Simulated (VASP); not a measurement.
# B in VASP: further runs, part 2 of 2

VASP 6.6.1. Earlier steps stand in the parts before.

## 3. Single point, LDA

Input file INCAR:

```
ALGO = Normal
EDIFF = 1E-6
ENCUT = 520
GGA = CA
ISIF = 2
ISMEAR = 0
LASPH = T
LCHARG = F
LREAL = F
LWAVE = F
NBANDS = 10
NELM = 60
PREC = Accurate
SIGMA = 0.1
```

Input file KPOINTS:

```
k-points
0
Gamma
  26 15 11
```

Input file POSCAR:

```
B
1.0
    1.6245600000      0.0000000000      0.0000000000
    0.0000000000      2.8661500000      0.0000000000
    0.0000000000      0.0000000000      3.9144000000
B
2
Direct
   -0.0000200000      0.5120920000      0.6158960000
    0.5140320000      0.0054650000      0.3975270000
```

Potentials or basis: VASP PAW LDA potentials, release 64 (B).

Command:

```console
$ cat potpaw_LDA.64/B/POTCAR > POTCAR
$ mpirun -np 1 vasp_std > vasp.out
```

Run time: 5 min. Hardware: 1 thread of AMD EPYC 7R13, shared host; peak memory 0.36 GiB.

Results (log left out):

| Quantity | Value |
| --- | --- |
| Free energy | -13.8912 eV |
| Pressure | -6.1 GPa |
| Largest force | 0.354 eV/Å |
| Band gap on the k mesh | zero (band 3 reaches 10.95 eV, above the bottom of band 4 at 0.42 eV) |

Forces on the atoms (eV/Å):
```
B    0.226 -0.148 -0.229
B   -0.226  0.148  0.229
```

Stress tensor (GPa, compression positive):
```
-6.69 -0.15  1.70
-0.15 -6.65 -1.15
 1.70 -1.15 -4.96
```

Levels at points of the mesh, in eV from the Fermi level:
| k point | band 1 | band 2 | band 3 | band 4 | band 5 | band 6 | band 7 | band 8 |
| --- | --- | --- | --- | --- | --- | --- | --- | --- |
| (0.00, 0.00, 0.00) | -15.90 | -5.73 | -5.27 | -2.42 | 3.06 | 8.28 | 11.30 | 16.12 |
| (0.50, 0.00, 0.00) | -7.03 | -6.84 | 6.56 | 6.60 | 7.18 | 7.61 | 10.39 | 10.95 |

## 4. Single point, PBEsol-based global hybrid

This run uses another cell than the first one, of 8.85 Å³/atom, 0.971 times its volume.

Input file POSCAR:

```
B
1.0
    1.6074099673      0.0000000000      0.0000000000
    0.0000000000      2.8630629128      0.0000000000
    0.0000000000      0.0000000000      3.8453353218
B
2
Direct
    0.0000000000      0.5000000000      0.6154137487
    0.5000000000      0.0000000000      0.3845862513
```

Input file INCAR.step1:

```
SYSTEM = B
PREC = Accurate ; ENCUT = 520
EDIFF = 1E-5 ; ISMEAR = -1
SIGMA = 0.05 ; LREAL = .FALSE.
LASPH = .TRUE. ; NELM = 100
ALGO = Normal ; ISIF = 2
LWAVE = .TRUE. ; LCHARG = .FALSE.
GGA = PE ; NBANDS = 10
```

Input file INCAR.step2:

```
SYSTEM = B
PREC = Accurate ; ENCUT = 520
EDIFF = 1E-6 ; ISMEAR = -1
SIGMA = 0.05 ; LREAL = .FALSE.
LASPH = .TRUE. ; NELM = 100
ALGO = Normal ; ISIF = 2
LWAVE = .FALSE. ; LCHARG = .FALSE.
GGA = PS ; LHFCALC = .TRUE.
AEXX = 0.25 ; PRECFOCK = Normal
ISTART = 1 ; NBANDS = 10
```

Input file KPOINTS:

```
Automatic mesh
0
G
  8 5 4
  0 0 0
```

Potentials or basis: VASP PAW PBE potentials, release 64 (B).

Command:

```console
$ cat potpaw_PBE.64/B/POTCAR > POTCAR
$ cp INCAR.step1 INCAR
$ mpirun -np 1 vasp_std > vasp.out
$ cp INCAR.step2 INCAR
$ mpirun -np 1 vasp_std > vasp.out
```

Run time: 6 min. Hardware: 1 thread of AMD EPYC 7R43 (Zen 3), shared host; peak memory 0.09 GiB.

It converged, with:

```yaml
Free_energy: -14.7627 eV
Pressure: 0.0 GPa
Band_gap_on_the_k_mesh: zero (band 3 reaches 12.67 eV, above the bottom of band 4 at 0.22 eV)
```

Stress tensor (GPa, compression positive):
```
 0.39  0.00  0.00
 0.00 -0.03  0.00
 0.00  0.00 -0.32
```

Levels at points of the mesh, in eV from the Fermi level:
```
           k point  band 1  band 2  band 3  band 4  band 5  band 6  band 7  band 8
(0.00, 0.00, 0.00)  -19.04   -7.58   -6.82   -4.01    3.47    9.00   12.73   16.70
(0.50, 0.00, 0.00)   -8.72   -8.72    7.78    7.78    8.80    8.80   11.92   11.92
(0.00, 0.00, 0.50)  -18.71  -10.46   -6.69    1.47    3.71    7.61   11.34   15.38
(0.50, 0.00, 0.50)   -8.62   -8.62    6.37    6.37    8.88    8.88   12.19   12.19
```

Caveat: the k points lie up to 0.49 Å⁻¹ apart; the PAW data sets were made with another functional, which shifts forces and pressure a little.

## 5. Single point, PBE0

Input file POSCAR:

```
B
1.0
    1.6245600000      0.0000000000      0.0000000000
    0.0000000000      2.8661500000      0.0000000000
    0.0000000000      0.0000000000      3.9144000000
B
2
Direct
    0.0000000000      0.5000000000      0.6092600000
    0.5000000000      0.0000000000      0.3907400000
```

Input file INCAR.step1:

```
SYSTEM = B
  PREC = Accurate
  ENCUT = 520
  EDIFF = 1E-5
  ISMEAR = -1
  SIGMA = 0.05
  LREAL = .FALSE.
  LASPH = .TRUE.
  NELM = 100
  ALGO = Normal
  ISIF = 2
  LWAVE = .TRUE.
  LCHARG = .FALSE.
  NBANDS = 10
  GGA = PE
```

Input file INCAR.step2:

```
SYSTEM = B
  PREC = Accurate
  ENCUT = 520
  EDIFF = 1E-6
  ISMEAR = -1
  SIGMA = 0.05
  LREAL = .FALSE.
  LASPH = .TRUE.
  NELM = 100
  ALGO = Normal
  ISIF = 2
  LWAVE = .FALSE.
  LCHARG = .FALSE.
  GGA = PE
  LHFCALC = .TRUE.
  AEXX = 0.25
  PRECFOCK = Normal
  NBANDS = 10
  ISTART = 1
```

KPOINTS is that of step 4.

Command:

```console
$ cat potpaw_PBE.64/B/POTCAR > POTCAR
$ cp INCAR.step1 INCAR
$ mpirun -np 1 vasp_std > vasp.out
$ cp INCAR.step2 INCAR
$ mpirun -np 1 vasp_std > vasp.out
```

Wall time 5.2 min (1 thread of AMD EPYC 7R43 (Zen 3), shared host); peak memory 0.1 GiB.

The run converged. Its results:

| Item | Value |
| --- | --- |
| Free energy | -14.3358 eV |
| Pressure | -1.9 GPa |
| Largest force | 0.276 eV/Å |
| Band gap on the k mesh | zero (band 3 reaches 12.16 eV, above the bottom of band 4 at 0.24 eV) |

Forces on the atoms (eV/Å):
```
B    0.000  0.000  0.276
B    0.000  0.000 -0.276
```

Stress tensor (GPa, compression positive):
```
-9.72  0.00  0.00
 0.00  1.66  0.00
 0.00  0.00  2.34
```

Levels at points of the mesh, in eV from the Fermi level:
| k point | band 1 | band 2 | band 3 | band 4 | band 5 | band 6 | band 7 | band 8 |
| --- | --- | --- | --- | --- | --- | --- | --- | --- |
| (0.00, 0.00, 0.00) | -19.13 | -7.78 | -7.02 | -3.71 | 3.37 | 9.16 | 12.21 | 17.12 |
| (0.50, 0.00, 0.00) | -8.93 | -8.93 | 7.39 | 7.39 | 8.34 | 8.34 | 11.85 | 11.85 |
| (0.00, 0.00, 0.50) | -18.85 | -10.29 | -6.92 | 1.42 | 3.58 | 7.93 | 10.73 | 15.39 |
| (0.50, 0.00, 0.50) | -8.84 | -8.84 | 6.14 | 6.14 | 8.39 | 8.39 | 12.06 | 12.06 |

Caveat: the k points lie up to 0.48 Å⁻¹ apart; the PAW data sets were made with another functional, which shifts forces and pressure a little; this functional lacks dispersion, which binds the layers, so the pressure and a relaxed spacing across them are unreliable.

## 6. Single point, PBEsol-based global hybrid

POSCAR is that of step 5.

INCAR.step1, as its differences from that of step 5:

```diff
@@ -8,3 +8,3 @@
   LASPH = .TRUE.
-  NELM = 100
+  NELM = 80
   ALGO = Normal
```

INCAR.step2, as its differences from that of step 5:

```diff
@@ -8,3 +8,3 @@
   LASPH = .TRUE.
-  NELM = 100
+  NELM = 80
   ALGO = Normal
@@ -13,3 +13,3 @@
   LCHARG = .FALSE.
-  GGA = PE
+  GGA = PS
   LHFCALC = .TRUE.
```

KPOINTS is that of step 5.

Potentials or basis: VASP PAW PBE potentials, release 64 (B).

Command:

```console
$ cat potpaw_PBE.64/B/POTCAR > POTCAR
$ cp INCAR.step1 INCAR
$ mpirun -np 1 vasp_std > vasp.out
$ cp INCAR.step2 INCAR
$ mpirun -np 1 vasp_std > vasp.out
```

OUTCAR:

```text
SYSTEM = B
   PREC = Accurate
   ENCUT = 520
   EDIFF = 1E-6
   ISMEAR = -1
   LREAL = .FALSE.
   LASPH = .TRUE.
   NELM = 80
   ISIF = 2
   GGA = PS
   LHFCALC = .TRUE.
   AEXX = 0.25
   PRECFOCK = Normal
   ISTART = 1

 ion  position               nearest neighbor table
   1  0.000  0.500  0.609-   2 1.86   2 1.86   2 1.86   2 1.86
   2  0.500  0.000  0.391-   1 1.86   1 1.86   1 1.86   1 1.86

  LATTYP: Found a simple orthorhombic cell.
 ALAT       =     1.6245600000
 B/A-ratio  =     1.7642623233
[... 502 lines left out ...]
      4       9.8676      0.00000
      5      11.9292      0.00000
      6      15.0637      0.00000
      7      17.1542      0.00000
      8      17.9107      0.00000
      9      21.8056      0.00000
     10      24.8370      0.00000

 [... further k-points ...]
[... 5 lines left out ...]
  --------------------------------------------------------------------------------------
  -------------------------------------------------------------------------------------
  Total       -1.1460208     -0.0135832      0.0797480      0.0000000      0.0000000      0.0000000
  in kB     -100.7402906     -1.1940264      7.0101983      0.0000000      0.0000000      0.0000000
  external PRESSURE =     -31.6413729 kB  Pullay stress =       0.0000000 kB

 VOLUME and BASIS-vectors are now :
 -----------------------------------------------------------------------------
  energy-cutoff  :      520.00
  volume of cell :       18.23
      direct lattice vectors                 reciprocal lattice vectors
     1.624560000  0.000000000  0.000000000     0.615551288  0.000000000  0.000000000
     0.000000000  2.866150000  0.000000000     0.000000000  0.348900092  0.000000000
     0.000000000  0.000000000  3.914400000     0.000000000  0.000000000  0.255466994

 POSITION                                       TOTAL-FORCE (eV/Angst)
 -----------------------------------------------------------------------------------
      0.00000      1.43308      2.38489         0.000000      0.000000      0.252091
      0.81228      0.00000      1.52951         0.000000      0.000000     -0.252091
 -----------------------------------------------------------------------------------
    total drift:                               -0.000000     -0.000000     -0.000000

  FREE ENERGIE OF THE ION-ELECTRON SYSTEM (eV)
  ---------------------------------------------------
  free  energy   TOTEN  =       -14.7516031156 eV

  energy  without entropy=      -14.7482433138  energy(sigma->0) =      -14.74992321
```

Wall time 6 min (1 thread of AMD EPYC 7R43 (Zen 3), shared host); peak memory 0.09 GiB.

Results:

```
Free energy            : -14.7516 eV
Pressure               : -3.2 GPa
Largest force          : 0.252 eV/Å
Band gap on the k mesh : zero (band 3 reaches 12.12 eV, above the bottom of band 4 at 0.20 eV)
```

Forces in eV/Å, atoms in the order of the input:
```
B    0.000  0.000  0.252
B    0.000  0.000 -0.252
```

Caveat: the k points lie up to 0.48 Å⁻¹ apart; the PAW data sets were made with another functional, which shifts forces and pressure a little.

## 7. Summary

| level | potentials or basis | cell | k mesh | smearing | grid for exact exchange (PRECFOCK) | share of exact exchange | gap on the mesh (eV) | pressure (GPa) | largest force (eV/Å) |
| --- | --- | --- | --- | --- | --- | --- | --- | --- | --- |
| PBE0 | VASP PAW PBE potentials, release 64 (B) | a = 1.625, b = 2.866, c = 3.914 Å, 2 atoms | 8 × 5 × 4 | fermi-dirac 0.1 eV | Normal | - | none | -1.9 | 0.28 |
| LDA | VASP PAW LDA potentials, release 64 (B) | a = 1.625, b = 2.866, c = 3.914 Å, 2 atoms | 26 × 15 × 11 | gaussian 0.1 eV | - | - | none | -6.1 | 0.35 |
| PBEsol-based global hybrid | VASP PAW PBE potentials, release 64 (B) | a = 1.607, b = 2.863, c = 3.845 Å, 2 atoms | 8 × 5 × 4 | fermi-dirac 0.05 eV | Normal | 0.25 | none | 0.0 | - |
| PBE0 | VASP PAW PBE potentials, release 64 (B) | a = 1.625, b = 2.866, c = 3.914 Å, 2 atoms | 8 × 5 × 4 | fermi-dirac 0.05 eV | Normal | - | none | -1.9 | 0.28 |
| PBEsol-based global hybrid | VASP PAW PBE potentials, release 64 (B) | a = 1.625, b = 2.866, c = 3.914 Å, 2 atoms | 8 × 5 × 4 | fermi-dirac 0.05 eV | Normal | 0.25 | none | -3.2 | 0.25 |

Some of these runs hold the atoms at other places in the same cell, which the table doesn't show; runs alike in all that it shows share one row.

Alike in all rows: task single point; no spin polarisation; cutoff (eV) 520.

Caveats: some runs use coarse meshes; the PAW data sets were made with another functional, which shifts forces and pressure a little (some runs); this functional lacks dispersion, which binds the layers, so the pressure and a relaxed spacing across them are unreliable (some runs).

Total energies depend on the potentials used, so only differences within one code and one set of settings carry meaning.
